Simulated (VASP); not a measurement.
# GdCl (P6_3mc) in VASP: a series of runs

Runs on GdCl. Level: PBE. Tasks: single point.

Everything below comes from runs of VASP 6.6.1. Logs are shortened: lines on timing, memory, paths and dates and some standing lists are left out, and cuts for length are marked.

## Step 1: The cell of the first run

The structure is hexagonal, space group P6_3mc (No. 186). Conventional cell: a = 3.668 Å, b = 3.668 Å, c = 9.536 Å, α = 90.00°, β = 90.00°, γ = 120.00°. Gd (site symmetry 3m) has 4 Cl at 2.75 to 2.92 Å and 6 Gd at 3.67 Å within 3.7 Å. Within 3.7 Å of Cl (site symmetry 3m) lie 4 Gd at 2.75 to 2.92 Å and 6 Cl at 3.67 Å.

## Step 2: Single point, PBE, collinear spin, ferromagnetic start

Contents of INCAR:

```
SYSTEM = GdCl
ALGO = Normal
EDIFF = 1E-7
ENCUT = 520
GGA = PE
ISIF = 2
ISMEAR = -1
ISPIN = 2
LASPH = .TRUE.
LCHARG = .TRUE.
LELF = .TRUE.
LMAXMIX = 6
LORBIT = 11
LREAL = .FALSE.
LVHAR = .TRUE.
LWAVE = .FALSE.
MAGMOM = 7 7 0 0
NBANDS = 37
NELM = 150
PREC = Accurate
SIGMA = 0.05
```

Contents of KPOINTS:

```
k-points
0
G
  8 8 3
  0 0 0
```

Contents of POSCAR:

```
GdCl
1.0
    3.6683354953      0.0000000000      0.0000000000
   -1.8341677476      3.1768717285      0.0000000000
    0.0000000000      0.0000000000      9.5362070000
Gd Cl
2 2
Direct
    0.6666666667      0.3333333333      0.8317670000
    0.3333333333      0.6666666667      0.3317670000
    0.6666666667      0.3333333333      0.5432320000
    0.3333333333      0.6666666667      0.0432320000
```

Potentials or basis: VASP PAW PBE potentials, release 64 (Gd, Cl).

The run is started by

```bash
$ cat potpaw_PBE.64/Gd/POTCAR potpaw_PBE.64/Cl/POTCAR > POTCAR
$ mpirun -np 1 vasp_std > vasp.out
```

OUTCAR:

```text
SYSTEM = GdCl
   EDIFF = 1E-7
   ENCUT = 520
   GGA = PE
   ISIF = 2
   ISMEAR = -1
   ISPIN = 2
   LASPH = .TRUE.
   LORBIT = 11
   LREAL = .FALSE.
   NELM = 150
   PREC = Accurate

 ion  position               nearest neighbor table
   1  0.667  0.333  0.832-   3 2.75   4 2.92   4 2.92   4 2.92
   2  0.333  0.667  0.332-   4 2.75   3 2.92   3 2.92   3 2.92
   3  0.667  0.333  0.543-   1 2.75   2 2.92   2 2.92   2 2.92
   4  0.333  0.667  0.043-   2 2.75   1 2.92   1 2.92   1 2.92

  LATTYP: Found a hexagonal cell.
 ALAT       =     3.6683354953
 C/A-ratio  =     2.5996005579

  Lattice vectors:

 A1 = (   3.6683354953,   0.0000000000,   0.0000000000)
 A2 = (  -1.8341677476,   3.1768717285,   0.0000000000)
 A3 = (   0.0000000000,   0.0000000000,   9.5362070000)

Analysis of symmetry for initial positions (statically):
=====================================================================
 Subroutine PRICEL returns:
 Original cell was already a primitive cell.

 Routine SETGRP: Setting up the symmetry group for a
 hexagonal supercell.

 Subroutine GETGRP returns: Found 12 space group operations
 (whereof  6 operations were pure point group operations)
 out of a pool of 24 trial point group operations.

The static configuration has the point symmetry C_3v.
 The point group associated with its full space group is C_6v.

Analysis of symmetry for dynamics (positions and initial velocities):
=====================================================================
 Subroutine PRICEL returns:
 Original cell was already a primitive cell.

 Routine SETGRP: Setting up the symmetry group for a
 hexagonal supercell.

 Subroutine GETGRP returns: Found 12 space group operations
 (whereof  6 operations were pure point group operations)
 out of a pool of 24 trial point group operations.

The dynamic configuration has the point symmetry C_3v.
 The point group associated with its full space group is C_6v.

Analysis of structural, dynamic, and magnetic symmetry:
=====================================================================
 Subroutine PRICEL returns:
 Original cell was already a primitive cell.

 Routine SETGRP: Setting up the symmetry group for a
 hexagonal supercell.

 Subroutine GETGRP returns: Found 12 space group operations
 (whereof  6 operations were pure point group operations)
 out of a pool of 24 trial point group operations.

The overall configuration has the point symmetry C_3v.
 The point group associated with its full space group is C_6v.

 Subroutine INISYM returns: Found 12 space group operations
 (whereof  6 operations are pure point group operations),
 and found     1 'primitive' translations

----------------------------------------------------------------------------------------

                                     Primitive cell

  volume of cell :     111.1333

  direct lattice vectors                    reciprocal lattice vectors
     3.668335495  0.000000000  0.000000000     0.272603201  0.157387532  0.000000000
    -1.834167748  3.176871729  0.000000000     0.000000000  0.314775063  0.000000000
     0.000000000  0.000000000  9.536207000     0.000000000  0.000000000  0.104863496

  length of vectors
     3.668335495  3.668335495  9.536207000     0.314775063  0.314775063  0.104863496

  position of ions in fractional coordinates (direct lattice)
     0.666666667  0.333333333  0.831767000
     0.333333333  0.666666667  0.331767000
     0.666666667  0.333333333  0.543232000
     0.333333333  0.666666667  0.043232000

  ion indices of the primitive-cell ions
   primitive index   ion index
                 1           1
                 2           2
                 3           3
                 4           4

----------------------------------------------------------------------------------------

 KPOINTS: k-points

Automatic generation of k-mesh.
 Grid dimensions read from file:
 generate k-points for:    8    8    3

 Generating k-lattice:

  Cartesian coordinates                     Fractional coordinates (reciprocal lattice)
     0.034075400  0.019673441  0.000000000     0.125000000  0.000000000  0.000000000
     0.000000000  0.039346883  0.000000000     0.000000000  0.125000000  0.000000000
     0.000000000  0.000000000  0.034954499     0.000000000  0.000000000  0.333333333

  Length of vectors
     0.039346883  0.039346883  0.034954499

  Shift w.r.t. Gamma in fractional coordinates (k-lattice)
     0.000000000  0.000000000  0.000000000

 Subroutine IBZKPT returns following result:
 ===========================================

 Found     20 irreducible k-points:

 Following reciprocal coordinates:
            Coordinates               Weight
  0.000000  0.000000  0.000000      1.000000
  0.125000 -0.000000  0.000000      6.000000
  0.250000 -0.000000  0.000000      6.000000
  0.375000  0.000000  0.000000      6.000000
  0.500000 -0.000000  0.000000      3.000000
  0.125000  0.125000  0.000000      6.000000
[... 12 lines left out ...]
  0.250000  0.250000  0.333333     12.000000
  0.375000  0.250000  0.333333     12.000000
   k-points           NKPTS =     20   k-points in BZ     NKDIM =     20   number of bands    NBANDS=     37
   number of dos      NEDOS =    301   number of ions     NIONS =      4
   total plane-waves  NPLWV =  56448
   dimension x,y,z NGX =    28 NGY =   28 NGZ =   72
   dimension x,y,z NGXF=    56 NGYF=   56 NGZF=  144
   ions per type =               2   2
   NGX,Y,Z   is equivalent  to a cutoff of  12.69, 12.69, 12.55 a.u.
   NGXF,Y,Z  is equivalent  to a cutoff of  25.38, 25.38, 25.10 a.u.
 SYSTEM =  GdCl
   PREC   = accura    normal or accurate (medium, high low for compatibility)
   ISTART =      0    job   : 0-new  1-cont  2-samecut
   ICHARG =      2    charge: 1-file 2-atom 10-const
   ISPIN  =      2    spin polarized calculation?
   LNONCOLLINEAR =      F non collinear calculations
   LSORBIT =      F    spin-orbit coupling
   LASPH  =      T    aspherical Exc in radial PAW
   ENCUT  =  520.0 eV  38.22 Ry    6.18 a.u.   6.82  6.82 17.73*2*pi/ulx,y,z
   NELM   =    150;   NELMIN=  2; NELMDL= -5     # of ELM steps
   EDIFF  = 0.1E-06   stopping-criterion for ELM
   LREAL  =      F    real-space projection
   EDIFFG = 0.1E-05   stopping-criterion for IOM
   NSW    =      0    number of steps for IOM
   IBRION =     -1    ionic relax: 0-MD 1-quasi-New 2-CG
   NFREE  =      0    steps in history (QN), initial steepest desc. (CG)
   ISIF   =      2    stress and relaxation
   ISYM   =      2    0-nonsym 1-usesym 2-fastsym
   POTIM  = 0.5000    time-step for ionic-motion
   TEBEG  =    0.0;   TEEND  =   0.0 temperature during run
   PSTRESS=    0.0 pullay stress
   NELECT =      50.0000    total number of electrons
   NUPDOWN=      -1.0000    fix difference up-down
   EMIN   =  10.00;   EMAX   =-10.00  energy-range for DOS
   EFERMI =   0.00;   METHOD = LEGACY
   ISMEAR =    -1;   SIGMA  =   0.05  broadening in eV -4-tet -1-fermi 0-gaus
   EFERMI_NEDOS =   21; number of points for ismear=-14 and -15
   IALGO  =     38    algorithm
   IMIX   =      4    mixing-type and parameters
     AMIX     =   0.40;   BMIX     =  1.00
     AMIX_MAG =   1.60;   BMIX_MAG =  1.00
  volume/ion in A,a.u.               =      27.78       187.49
  Fermi-wavevector in a.u.,A,eV,Ry     =   1.254440  2.370549 21.410410  1.573621
  Thomas-Fermi vector in A             =   2.388245
   LORBIT       =     11    0 simple, 1 ext, 2 COOP (PROOUT), +10 PAW based schemes
   GGA     = PE    functional components
   LHFCALC =     F    Hartree Fock is set to
   AEXX    =    0.0000 exact exchange contribution
   IVDW    =     0    specifies the selected vdW correction
   LEPSILON=     F    determine dielectric tensor
   LRPA    =     F    only Hartree local field effects (RPA)
 spin polarized calculation
  energy-cutoff  :      520.00
  volume of cell :      111.13
 maximum number of plane-waves:      3022
 NGX is ok and might be reduce to    28
   NGX = 13   NGY = 13   NGZ = 35

 number of electron      49.9999996 magnetization      14.0451284

 Free energy of the ion-electron system (eV)
  ---------------------------------------------------
  ext. energy  EPLUGINS =         0.00000000
  ---------------------------------------------------
  free energy    TOTEN  =       -32.34414980 eV

  energy without entropy =      -32.29054187  energy(sigma->0) =      -32.31734584

 E-fermi :   4.2452     XC(G=0):  -9.4616

 val. band max:        4.2430402374   @ k =   0.2500   0.2500   0.0000
 cond. band min:       4.2490765351   @ k =   0.2500   0.2500   0.3333
 fundamental gap:      0.0060362978
 Fermi energy:         4.2451916648

 spin component 1

 k-point     1 :       0.0000    0.0000    0.0000
  band No.  band energies     occupation
      1     -41.4113      1.00000
      2     -41.4107      1.00000
      3     -19.1403      1.00000
      4     -19.0166      1.00000
      5     -18.5898      1.00000
      6     -18.5898      1.00000
[... 29 lines left out ...]
     36       5.5804      0.00000
     37       6.3993      0.00000

 k-point     2 :       0.1250   -0.0000    0.0000
  band No.  band energies     occupation
      1     -41.4063      1.00000
      2     -41.4058      1.00000
      3     -19.1211      1.00000
      4     -19.0052      1.00000
      5     -18.6632      1.00000
      6     -18.6625      1.00000
[... 29 lines left out ...]
     36       5.9314      0.00000
     37       5.9896      0.00000
[... 678 lines left out ...]
     36       5.9708      0.00000
     37       6.7607      0.00000

 k-point    20 :       0.3750    0.2500    0.3333
  band No.  band energies     occupation
      1     -41.3739      1.00000
      2     -41.3739      1.00000
      3     -18.9981      1.00000
      4     -18.9931      1.00000
      5     -18.9510      1.00000
      6     -18.9467      1.00000
[... 29 lines left out ...]
     36       6.2748      0.00000
     37       6.6076      0.00000
 Fermi energy:         4.2451916648

 spin component 2

 k-point     1 :       0.0000    0.0000    0.0000
  band No.  band energies     occupation
      1     -38.3241      1.00000
      2     -38.3231      1.00000
      3     -17.1772      1.00000
      4     -16.9088      1.00000
      5     -16.3389      1.00000
      6     -16.3389      1.00000
[... 29 lines left out ...]
     36       6.4335      0.00000
     37       6.9668      0.00000

 k-point     2 :       0.1250   -0.0000    0.0000
  band No.  band energies     occupation
      1     -38.3177      1.00000
      2     -38.3169      1.00000
      3     -17.1455      1.00000
      4     -16.8927      1.00000
      5     -16.4371      1.00000
      6     -16.4333      1.00000
[... 29 lines left out ...]
     36       6.7080      0.00000
     37       6.8386      0.00000
[... 678 lines left out ...]
     36       6.7620      0.00000
     37       7.5814      0.00000

 k-point    20 :       0.3750    0.2500    0.3333
  band No.  band energies     occupation
      1     -38.2758      1.00000
      2     -38.2757      1.00000
      3     -16.9055      1.00000
      4     -16.8887      1.00000
      5     -16.8104      1.00000
      6     -16.8074      1.00000
[... 29 lines left out ...]
     36       7.0575      0.00000
     37       7.4251      0.00000

------------------------ aborting loop because EDIFF is reached ----------------------------------------

  FORCE on cell =-STRESS in cart. coord.  units (eV):
  Direction    XX          YY          ZZ          XY          YZ          ZX
  --------------------------------------------------------------------------------------
  -------------------------------------------------------------------------------------
  Total        0.0266642      0.0266642     -0.1234545      0.0000000      0.0000000      0.0000000
  in kB        0.3844104      0.3844104     -1.7798081      0.0000000      0.0000000      0.0000000
  external PRESSURE =      -0.3369958 kB  Pullay stress =       0.0000000 kB

 VOLUME and BASIS-vectors are now :
 -----------------------------------------------------------------------------
  energy-cutoff  :      520.00
  volume of cell :      111.13
      direct lattice vectors                 reciprocal lattice vectors
     3.668335495  0.000000000  0.000000000     0.272603201  0.157387532  0.000000000
    -1.834167748  3.176871729  0.000000000     0.000000000  0.314775063  0.000000000
     0.000000000  0.000000000  9.536207000     0.000000000  0.000000000  0.104863496

 POSITION                                       TOTAL-FORCE (eV/Angst)
 -----------------------------------------------------------------------------------
      1.83417      1.05896      7.93190         0.000000     -0.000000     -0.015240
     -0.00000      2.11791      3.16380        -0.000000      0.000000     -0.015240
      1.83417      1.05896      5.18037         0.000000     -0.000000      0.015240
     -0.00000      2.11791      0.41227        -0.000000      0.000000      0.015240
 -----------------------------------------------------------------------------------
    total drift:                                0.000000     -0.000000      0.006547

  FREE ENERGIE OF THE ION-ELECTRON SYSTEM (eV)
  ---------------------------------------------------
  free  energy   TOTEN  =       -32.3441498049 eV

  energy  without entropy=      -32.2905418672  energy(sigma->0) =      -32.31734584

 total charge

# of ion       s       p       d       f       tot
--------------------------------------------------
    1        2.046   5.578   0.496   7.102  15.223
    2        2.046   5.578   0.496   7.102  15.223
    3        1.597   3.545   0.000   0.000   5.142
    4        1.597   3.545   0.000   0.000   5.142
--------------------------------------------------
tot          7.286  18.246   0.993  14.204  40.729

 magnetization (x)

# of ion       s       p       d       f       tot
--------------------------------------------------
    1       -0.001  -0.072   0.088   6.696   6.712
    2       -0.001  -0.072   0.088   6.696   6.712
    3       -0.001  -0.016   0.000   0.000  -0.018
    4       -0.001  -0.016   0.000   0.000  -0.018
--------------------------------------------------
tot         -0.004  -0.177   0.177  13.392  13.388
```

It took 8.9 min on 1 thread of Intel Xeon 6975P-C (Granite Rapids), shared host; peak memory 0.36 GiB.

What came out:

* Free energy: -32.3441 eV
* Pressure: 0.0 GPa
* Largest force: 0.015 eV/Å
* Net moment: 14.05 μB per cell
* Site moments: Gd +6.71; Cl -0.02 μB
* Valence electrons inside the program's atomic spheres: Gd 15.22; Cl 5.14

Forces on the atoms (eV/Å):
```
Gd   0.000  0.000 -0.015
Gd   0.000  0.000 -0.015
Cl   0.000  0.000  0.015
Cl   0.000  0.000  0.015
```

Levels at points of the mesh, in eV from the Fermi level:
Spin up:
| k point | band 28 | band 29 | band 30 | band 31 | band 32 | band 33 | band 34 | band 35 | band 36 | band 37 |
| --- | --- | --- | --- | --- | --- | --- | --- | --- | --- | --- |
| (0.00, 0.00, 0.00) | -4.60 | -4.36 | -4.36 | -2.64 | -1.94 | 1.20 | 1.20 | 1.34 | 1.34 | 2.15 |
| (0.50, 0.00, 0.00) | -4.77 | -4.73 | -4.52 | -1.44 | -1.16 | 0.24 | 0.79 | 2.09 | 2.12 | 3.03 |
Spin down:
```csv
k point,band 14,band 15,band 16,band 17,band 18,band 19,band 20,band 21,band 22,band 23
"(0.00, 0.00, 0.00)",-4.83,-4.71,-4.71,-2.15,-1.49,0.10,0.12,0.23,0.30,0.30
"(0.50, 0.00, 0.00)",-5.96,-5.29,-5.07,-0.90,-0.51,0.19,0.19,0.21,0.26,0.29
```

Caveat: spin-orbit coupling is left out, which moves the levels of the heavy elements; semilocal functionals describe open f shells poorly, which spoils levels, moments and volumes.

## Step 3: Single point, PBE, collinear spin, ferromagnetic start

Contents of INCAR:

```
  PREC = Accurate
  ENCUT = 520
  EDIFF = 1E-7
  ISMEAR = -1
  SIGMA = 0.05
  LREAL = False
  LASPH = True
  NELM = 150
  ALGO = Normal
  ISIF = 2
  LWAVE = False
  LCHARG = False
  ISPIN = 2
  MAGMOM = 7 7 0 0
  LORBIT = 11
  LMAXMIX = 6
  GGA = PE
  NBANDS = 37
```

Contents of KPOINTS:

```
Automatic mesh
0
Gamma
  8 8 3
```

POSCAR is that of step 2.

Potentials or basis: VASP PAW PBE potentials, release 64 (Gd, Cl).

The run is started by

```bash
$ cat potpaw_PBE.64/Gd/POTCAR potpaw_PBE.64/Cl/POTCAR > POTCAR
$ mpirun -np 1 vasp_std > vasp.out
```

Run time: 9 min. Hardware: 1 thread of Intel Xeon 6975P-C (Granite Rapids), shared host; peak memory 0.36 GiB.

Results (log left out):

```yaml
Free_energy: -32.3441 eV
Pressure: 0.0 GPa
Largest_force: 0.015 eV/Å
Net_moment: 14.05 μB per cell
Site_moments: Gd +6.71; Cl -0.02 μB
Valence_electrons_inside_the_program's_atomic_spheres: Gd 15.22; Cl 5.14
```

Forces on the atoms (eV/Å):
```
Gd   0.000  0.000 -0.015
Gd   0.000  0.000 -0.015
Cl   0.000  0.000  0.015
Cl   0.000  0.000  0.015
```

Stress tensor (GPa, compression positive):
```
 0.04  0.00  0.00
 0.00  0.04  0.00
 0.00  0.00 -0.18
```

Levels at points of the mesh, in eV from the Fermi level:
Spin up:
```tsv
k point	band 28	band 29	band 30	band 31	band 32	band 33	band 34	band 35	band 36	band 37
(0.00, 0.00, 0.00)	-4.60	-4.36	-4.36	-2.64	-1.94	1.20	1.20	1.34	1.34	2.15
(0.50, 0.00, 0.00)	-4.77	-4.73	-4.52	-1.44	-1.16	0.24	0.79	2.09	2.12	3.03
```
Spin down:
```
           k point  band 16  band 17  band 18  band 19  band 20  band 21
(0.00, 0.00, 0.00)    -4.71    -2.15    -1.49     0.10     0.12     0.23
(0.50, 0.00, 0.00)    -5.07    -0.90    -0.51     0.19     0.19     0.21
```

Caveat: spin-orbit coupling is left out, which moves the levels of the heavy elements; semilocal functionals describe open f shells poorly, which spoils levels, moments and volumes.

[end of part 1 of 2]
